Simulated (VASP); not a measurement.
# Pd (I4_1/amd) in VASP: notebook, part 2 of 2

VASP 6.6.1. The steps go on from the part before.

### Step 4. Relaxation of cell and atoms, PBE, target pressure 0.67 GPa, at which the enthalpy is minimised

INCAR reads:

```
SYSTEM = Pd
  PREC = Accurate
  ENCUT = 600
  EDIFF = 1E-6
  ISMEAR = -1
  SIGMA = 0.08
  LREAL = .FALSE.
  LASPH = .TRUE.
  NELM = 80
  ALGO = Normal
  ISIF = 3
  LWAVE = .FALSE.
  LCHARG = .FALSE.
  GGA = PE
  IBRION = 2
  NSW = 32
  EDIFFG = -0.005
  PSTRESS = 6.7
```

KPOINTS reads:

```
regular mesh
0
G
  16 16 16
  0 0 0
```

POSCAR reads:

```
Pd
1.0
   -2.5026487919      2.5026487919      1.3438944799
    2.5026487919     -2.5026487919      1.3438944799
    2.5026487919      2.5026487919     -1.3438944799
Pd
2
Direct
   -0.3750000000     -0.1250000000     -0.2500000000
    0.3750000000      0.1250000000      0.2500000000
```

Potentials or basis: VASP PAW PBE potentials, release 64 (Pd).

Launch:

```bash
> cat potpaw_PBE.64/Pd/POTCAR > POTCAR
> mpirun -np 1 vasp_std > vasp.out
```

OUTCAR:

```text
SYSTEM = Pd
   PREC = Accurate
   ENCUT = 600
   EDIFF = 1E-6
   ISMEAR = -1
   LREAL = .FALSE.
   LASPH = .TRUE.
   NELM = 80
   ISIF = 3
   GGA = PE
   IBRION = 2
   NSW = 32
   EDIFFG = -0.005
   PSTRESS = 6.7

 ion  position               nearest neighbor table
   1  0.625  0.875  0.750-   2 2.59   2 2.59   2 2.59   2 2.59   2 3.21   2 3.21   2 3.21   2 3.21

   2  0.375  0.125  0.250-   1 2.59   1 2.59   1 2.59   1 2.59   1 3.21   1 3.21   1 3.21   1 3.21

  LATTYP: Found a body centered tetragonal cell.
 ALAT       =     5.0052975838
 C/A-ratio  =     0.5369888433

  Lattice vectors:

 A1 = (  -2.5026487919,   2.5026487919,   1.3438944799)
 A2 = (   2.5026487919,  -2.5026487919,   1.3438944799)
 A3 = (   2.5026487919,   2.5026487919,  -1.3438944799)

Analysis of symmetry for initial positions (statically):
=====================================================================
 Subroutine PRICEL returns:
 Original cell was already a primitive cell.

 Routine SETGRP: Setting up the symmetry group for a
 body centered tetragonal supercell.

 Subroutine GETGRP returns: Found 16 space group operations
 (whereof  4 operations were pure point group operations)
 out of a pool of 16 trial point group operations.

The static configuration has the point symmetry C_2h.
 The point group associated with its full space group is D_4h.

Analysis of symmetry for dynamics (positions and initial velocities):
=====================================================================
 Subroutine PRICEL returns:
 Original cell was already a primitive cell.

 Routine SETGRP: Setting up the symmetry group for a
 body centered tetragonal supercell.

 Subroutine GETGRP returns: Found 16 space group operations
 (whereof  4 operations were pure point group operations)
 out of a pool of 16 trial point group operations.

The dynamic configuration has the point symmetry C_2h.
[... 129 lines left out ...]
   LEPSILON=     F    determine dielectric tensor
   LRPA    =     F    only Hartree local field effects (RPA)
 conjugate gradient relaxation of ions
 non-spin polarized calculation
  energy-cutoff  :      600.00
  volume of cell :       33.67
 maximum number of plane-waves:      1139
   NGX = 15   NGY = 15   NGZ = 15

--------------------------------------- Ionic step        1  -------------------------------------------

 number of electron      19.9999998 magnetization

 Free energy of the ion-electron system (eV)
  ---------------------------------------------------
  ext. energy  EPLUGINS =         0.00000000
  ---------------------------------------------------
  free energy    TOTEN  =        -9.77708448 eV

  energy without entropy =       -9.72254617  energy(sigma->0) =       -9.74981532

------------------------ aborting loop because EDIFF is reached ----------------------------------------

  FORCE on cell =-STRESS in cart. coord.  units (eV):
  Direction    XX          YY          ZZ          XY          YZ          ZX
  --------------------------------------------------------------------------------------
  -------------------------------------------------------------------------------------
  Total        0.0464957      0.0464957      0.0683393      0.0000000     -0.0000000      0.0000000
  in kB        2.2125768      2.2125768      3.2520430      0.0000000     -0.0000000      0.0000000
  external PRESSURE =      -4.1409345 kB  Pullay stress =       6.7000000 kB
[... 63 lines left out ...]
--------------------------------------- Ionic step        3  -------------------------------------------

 number of electron      19.9999999 magnetization

 Free energy of the ion-electron system (eV)
  ---------------------------------------------------
  ext. energy  EPLUGINS =         0.00000000
  ---------------------------------------------------
  free energy    TOTEN  =        -9.77678156 eV

  energy without entropy =       -9.72249623  energy(sigma->0) =       -9.74963889

 E-fermi :   7.9942     XC(G=0): -12.3180

 val. band max:        7.9928686897   @ k =   0.3125   0.1250   0.0625
 cond. band min:       7.9977778242   @ k =  -0.4375   0.4375   0.4375
 fundamental gap:      0.0049091345
 Fermi energy:         7.9941863585

 k-point     1 :       0.0000    0.0000    0.0000
  band No.  band energies     occupation
      1       1.6569      2.00000
      2       3.1701      2.00000
      3       3.6587      2.00000
      4       4.1652      2.00000
      5       4.4721      2.00000
      6       6.8608      2.00000
      7       6.8608      2.00000
      8       6.9072      2.00000
      9       6.9072      2.00000
     10       8.0039      0.93914
     11       8.7864      0.00010
     12      14.1737      0.00000
     13      14.1737      0.00000
     14      20.9298      0.00000
[... 377 lines left out ...]
      1       1.7129      2.00000
      2       3.2056      2.00000
      3       3.6819      2.00000
      4       4.1534      2.00000
      5       4.4596      2.00000
      6       6.8513      2.00000
      7       6.8740      2.00000
      8       6.9211      2.00000
      9       6.9214      2.00000
     10       7.9722      1.13684
     11       8.6862      0.00035
     12      13.8477      0.00000
     13      14.3376      0.00000
     14      21.0933      0.00000

 [... further k-points ...]
[... 5 lines left out ...]
  --------------------------------------------------------------------------------------
  -------------------------------------------------------------------------------------
  Total        0.1376796      0.1376796      0.1480309      0.0000000      0.0000000      0.0000000
  in kB        6.5722785      6.5722785      7.0664085      0.0000000      0.0000000      0.0000000
  external PRESSURE =       0.0369885 kB  Pullay stress =       6.7000000 kB
[... 21 lines left out ...]
  energy  without entropy=       -9.7224962310  energy(sigma->0) =       -9.74963889

  enthalpy is  TOTEN    =        -9.6364263584 eV   P V=        0.1403551975

 reached required accuracy - stopping structural energy minimisation
```

CONTCAR:

```text
Pd
   1.00000000000000
    -2.4998178923189651    2.4998178923189651    1.3427264484373282
     2.4998178923189651   -2.4998178923189651    1.3427264484373282
     2.4998178923189651    2.4998178923189651   -1.3427264484373282
  Pd
     2
Direct
     0.6250000000000000    0.8750000000000000    0.7500000000000000
     0.3750000000000000    0.1250000000000000    0.2500000000000000

  0.00000000E+00  0.00000000E+00  0.00000000E+00
  0.00000000E+00  0.00000000E+00  0.00000000E+00
```

It took 7 min on 1 thread of Oxide Virtual Turin-like, shared host; peak memory 0.29 GiB.

Results:

- Free energy: -9.7768 eV
- Relaxed volume: 16.78 Å³/atom
- Relaxed cell: a = 3.782 Å, b = 3.782 Å, c = 3.782 Å, α = 97.24°, β = 97.24°, γ = 138.41°
- Space group after relaxing (to 0.05 Å): I4_1/amd (No. 141)
- Energy change on relaxing (the enthalpy is what falls): +0.2 meV/atom
- Ionic steps: 3
- Pressure after relaxing: 0.7 GPa
- Band gap on the k mesh: zero (band 10 reaches 8.37 eV, above the bottom of band 11 at 7.36 eV)

The path:
| step | energy change (eV) | largest force (eV/Å) | pressure (GPa) | volume (Å³) |
| --- | --- | --- | --- | --- |
| 1 | 0.0000 | 0.0000 | 0.26 | 33.67 |
| 2 | 0.0009 | 0.0000 | 1.16 | 33.46 |
| 3 | 0.0003 | 0.0000 | 0.67 | 33.56 |

Final structure:
```xyz
2
Lattice="-2.4998 2.4998 1.3427 2.4998 -2.4998 1.3427 2.4998 2.4998 -1.3427" Properties=species:S:1:pos:R:3 pbc="T T T"
Pd    2.4998    1.2499    1.0070
Pd    0.0000    1.2499    0.3357
```

Caveat: the cell is relaxed towards a set pressure, so the enthalpy falls and the energy may rise.

### Step 5. Summary

| task | cell | cutoff (eV) | gap on the mesh (eV) | pressure (GPa) |
| --- | --- | --- | --- | --- |
| single point | a = 3.785 Å, angles 97.2, 97.2, 138.4°, 2 atoms | 520 | none | 0.4 |
| single point | a = 3.786 Å, angles 97.2, 97.2, 138.4°, 2 atoms | 520 | none | 0.3 |
| relaxation of cell and atoms | relaxed to 0.67 GPa from a = 3.786 Å, angles 97.2, 97.2, 138.4°, 2 atoms | 600 | none | 0.7 |

Alike in all rows: level PBE; potentials or basis VASP PAW PBE potentials, release 64 (Pd); no spin polarisation; k mesh 16 × 16 × 16; smearing fermi-dirac 0.08 eV.

Caveats: the cell is relaxed towards a set pressure, so the enthalpy falls and the energy may rise (some runs).

Absolute energies hang on the potentials; compare differences alone.
